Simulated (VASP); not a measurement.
# Ge (Amm2) in VASP: further runs, part 2 of 2

VASP 6.6.1. Earlier steps stand in the parts before.

### Step 3. Single point, LDA

File INCAR:

```
  PREC = Accurate
  ENCUT = 520
  EDIFF = 1E-6
  ISMEAR = -1
  SIGMA = 0.05
  LREAL = False
  LASPH = True
  NELM = 80
  ALGO = Normal
  ISIF = 2
  LWAVE = False
  LCHARG = False
  GGA = CA
  NBANDS = 58
```

File KPOINTS:

```
regular mesh
0
Gamma
  4 4 4
```

File POSCAR:

```
Ge
1.0
    0.0000000000      5.6578200000      5.6578200000
    5.6578200000      0.0000000000      5.6578200000
    2.8289100000      2.8289100000      0.0000000000
Ge
7
Direct
    0.1384755966      0.1127671082      0.2487572952
   -0.0108526782      0.4891471450      0.0217057100
    0.1142453277      0.6142453277      0.2715096981
    0.5224286032      0.0224286032     -0.0448575600
    1.0077415860     -0.0098054551      0.0020638691
    0.4901945449      0.5077415860      0.0020638691
    0.6127671082      0.6384755966      0.2487572952
```

Potentials or basis: VASP PAW LDA potentials, release 64 (Ge_d).

Started as:

```
$ cat potpaw_LDA.64/Ge_d/POTCAR > POTCAR
$ mpirun -np 1 vasp_std > vasp.out
```

OUTCAR:

```text
PREC = Accurate
   ENCUT = 520
   EDIFF = 1E-6
   ISMEAR = -1
   LREAL = False
   LASPH = True
   NELM = 80
   ISIF = 2
   GGA = CA

 ion  position               nearest neighbor table
   1  0.138  0.113  0.249-   5 2.46   5 2.46   2 2.46   4 2.52
   2  0.989  0.489  0.022-   3 2.45   3 2.45   1 2.46   7 2.46
   3  0.114  0.614  0.272-   2 2.45   2 2.45   5 2.46   6 2.46
   4  0.522  0.022  0.955-   1 2.52   7 2.52
   5  0.008  0.990  0.002-   3 2.46   1 2.46   1 2.46
   6  0.490  0.508  0.002-   3 2.46   7 2.46   7 2.46
   7  0.613  0.638  0.249-   6 2.46   6 2.46   2 2.46   4 2.52

  LATTYP: Found a base centered orthorhombic cell.
 ALAT       =     8.0013657775
 B/A-ratio  =     1.4142135624
 C/A-ratio  =     0.5000000000

  Lattice vectors:

 A1 = (  -2.8289100000,   2.8289100000,  -5.6578200000)
 A2 = (  -2.8289100000,   2.8289100000,   5.6578200000)
 A3 = (   2.8289100000,   2.8289100000,   0.0000000000)

Analysis of symmetry for initial positions (statically):
=====================================================================
 Subroutine PRICEL returns:
 Original cell was already a primitive cell.

 Routine SETGRP: Setting up the symmetry group for a
 base centered orthorhombic supercell.

 Subroutine GETGRP returns: Found  4 space group operations
 (whereof  2 operations were pure point group operations)
 out of a pool of  8 trial point group operations.

The static configuration has the point symmetry C_1h.
 The point group associated with its full space group is C_2v.

Analysis of symmetry for dynamics (positions and initial velocities):
=====================================================================
 Subroutine PRICEL returns:
 Original cell was already a primitive cell.

 Routine SETGRP: Setting up the symmetry group for a
 base centered orthorhombic supercell.
[... 131 lines left out ...]
     AMIX     =   0.40;   BMIX     =  1.00
     AMIX_MAG =   1.60;   BMIX_MAG =  1.00
  volume/ion in A,a.u.               =      25.87       174.60
  Fermi-wavevector in a.u.,A,eV,Ry     =   1.334037  2.520964 24.213656  1.779654
  Thomas-Fermi vector in A             =   2.462849
   LORBIT       =      0    0 simple, 1 ext, 2 COOP (PROOUT), +10 PAW based schemes
   GGA     = CA    functional components
   LHFCALC =     F    Hartree Fock is set to
   AEXX    =    0.0000 exact exchange contribution
   IVDW    =     0    specifies the selected vdW correction
   LEPSILON=     F    determine dielectric tensor
   LRPA    =     F    only Hartree local field effects (RPA)
 non-spin polarized calculation
  energy-cutoff  :      520.00
  volume of cell :      181.11
 maximum number of plane-waves:      4920
   NGX = 29   NGY = 29   NGZ = 15

 number of electron      98.0000010 magnetization

 Free energy of the ion-electron system (eV)
  ---------------------------------------------------
  ext. energy  EPLUGINS =         0.00000000
  ---------------------------------------------------
  free energy    TOTEN  =       -33.90976251 eV

  energy without entropy =      -33.90199912  energy(sigma->0) =      -33.90588081

 E-fermi :   3.1943     XC(G=0):  -9.6908

 val. band max:        3.1249287534   @ k =  -0.2500   0.2500   0.0000
 cond. band min:       3.2684899989   @ k =   0.2500   0.0000   0.0000
 fundamental gap:      0.1435612455
 Fermi energy:         3.1942532145

 k-point     1 :       0.0000    0.0000    0.0000
  band No.  band energies     occupation
      1     -21.4725      2.00000
      2     -21.4448      2.00000
      3     -21.4385      2.00000
      4     -21.4337      2.00000
      5     -21.4313      2.00000
      6     -21.4270      2.00000
[... 1270 lines left out ...]
     57       8.3818      0.00000
     58       8.5782      0.00000

------------------------ aborting loop because EDIFF is reached ----------------------------------------

  FORCE on cell =-STRESS in cart. coord.  units (eV):
  Direction    XX          YY          ZZ          XY          YZ          ZX
  --------------------------------------------------------------------------------------
  -------------------------------------------------------------------------------------
  Total       -3.7353561     -3.7353561     -5.2098776      1.3028485      0.0000000     -0.0000000
  in kB      -33.0441980    -33.0441980    -46.0883039     11.5254295      0.0000000     -0.0000000
  external PRESSURE =     -37.3922333 kB  Pullay stress =       0.0000000 kB

 VOLUME and BASIS-vectors are now :
 -----------------------------------------------------------------------------
  energy-cutoff  :      520.00
  volume of cell :      181.11
      direct lattice vectors                 reciprocal lattice vectors
     0.000000000  5.657820000  5.657820000    -0.088373260  0.088373260  0.088373260
     5.657820000  0.000000000  5.657820000     0.088373260 -0.088373260  0.088373260
     2.828910000  2.828910000  0.000000000     0.176746521  0.176746521 -0.176746521

 POSITION                                       TOTAL-FORCE (eV/Angst)
 -----------------------------------------------------------------------------------
      1.34173      1.48718      1.42149        -0.004374      0.004374     -0.001247
      2.82891      5.65782      8.36392         0.000000      0.000000      0.004055
      4.24337      1.41446      4.12167         0.000000      0.000000      0.014336
      2.82891      5.65782      3.08270        -0.000000     -0.000000      0.005814
      5.60818      0.04964      5.64614        -0.001855      0.001855     -0.010855
      2.87855      2.77927      5.64614         0.001855     -0.001855     -0.010855
      4.31609      4.17064      7.07931         0.004374     -0.004374     -0.001247
 -----------------------------------------------------------------------------------
    total drift:                                0.000243     -0.000313      0.004967

  FREE ENERGIE OF THE ION-ELECTRON SYSTEM (eV)
  ---------------------------------------------------
  free  energy   TOTEN  =       -33.9097625121 eV

  energy  without entropy=      -33.9019991163  energy(sigma->0) =      -33.90588081
```

OSZICAR:

```text
N       E                     dE             d eps       ncg     rms          rms(c)
DAV:   1     0.115937186694E+04    0.11594E+04   -0.46968E+04  2816   0.439E+03
DAV:   2     0.189561802854E+03   -0.96981E+03   -0.94378E+03  2436   0.107E+03
DAV:   3    -0.159494421150E+02   -0.20551E+03   -0.20006E+03  2574   0.256E+02
DAV:   4    -0.338905935504E+02   -0.17941E+02   -0.17610E+02  2806   0.856E+01
DAV:   5    -0.344927719500E+02   -0.60218E+00   -0.59929E+00  2696   0.168E+01    0.560E+00
DAV:   6    -0.340526347446E+02    0.44014E+00   -0.46562E-01  3824   0.137E+01    0.312E+00
DAV:   7    -0.339020713252E+02    0.15056E+00   -0.45338E-01  3144   0.120E+01    0.480E-01
DAV:   8    -0.339083525896E+02   -0.62813E-02   -0.14912E-01  3294   0.656E+00    0.302E-01
DAV:   9    -0.339098036553E+02   -0.14511E-02   -0.28374E-02  2840   0.182E+00    0.177E-01
DAV:  10    -0.339096926978E+02    0.11096E-03   -0.44131E-03  2992   0.202E+00    0.703E-02
DAV:  11    -0.339097496317E+02   -0.56934E-04   -0.92692E-04  2712   0.866E-01    0.199E-02
DAV:  12    -0.339097596455E+02   -0.10014E-04   -0.42020E-04  3200   0.227E-01    0.127E-02
DAV:  13    -0.339097601844E+02   -0.53889E-06   -0.94922E-05  2984   0.179E-01    0.800E-03
DAV:  14    -0.339097615848E+02   -0.14004E-05   -0.20387E-05  2640   0.102E-01    0.357E-03
DAV:  15    -0.339097625193E+02   -0.93451E-06   -0.10254E-05  2264   0.461E-02    0.236E-03
DAV:  16    -0.339097625121E+02    0.71741E-08   -0.18790E-06  1640   0.250E-02
   1 F= -.33909763E+02 E0= -.33905881E+02  d E =-.776340E-02
```

Run time: 6.2 min. Hardware: 1 thread of Oxide Virtual Turin-like, shared host; peak memory 0.29 GiB.

Results:

```yaml
Free_energy: -33.9098 eV
Pressure: -3.7 GPa
Largest_force: 0.014 eV/Å
Band_gap_on_the_k_mesh: zero (bands 49 and 50 overlap by 1.21 eV)
```

Forces in eV/Å, atoms in the order of the input:
```
Ge  -0.004  0.004 -0.001
Ge   0.000  0.000  0.004
Ge   0.000  0.000  0.014
Ge   0.000  0.000  0.006
Ge  -0.002  0.002 -0.011
Ge   0.002 -0.002 -0.011
Ge   0.004 -0.004 -0.001
```

Stress tensor (GPa, compression positive):
```
-3.30  1.15  0.00
 1.15 -3.30  0.00
 0.00  0.00 -4.61
```

Levels at points of the mesh, in eV from the Fermi level:
```tsv
k point	band 47	band 48	band 49	band 50	band 51	band 52
(0.00, 0.00, 0.00)	-0.33	-0.11	0.43	0.67	1.19	1.32
(0.50, 0.00, 0.00)	-0.86	-0.35	-0.33	1.04	1.29	1.82
(0.50, 0.50, 0.00)	-1.29	-0.93	-0.84	0.37	1.65	1.83
(0.00, 0.00, 0.50)	-1.92	-0.68	-0.21	0.83	0.86	0.99
(0.50, 0.00, 0.50)	-1.80	-1.70	-0.82	-0.52	0.92	1.72
(0.50, 0.50, 0.50)	-1.86	-1.33	-0.86	-0.78	1.06	2.47
```

Caveat: the k points lie up to 0.39 Å⁻¹ apart, too coarse for converged energies and pressures of a metal.

The gap in the log of VASP goes by the Fermi energy; the results here count the filled bands.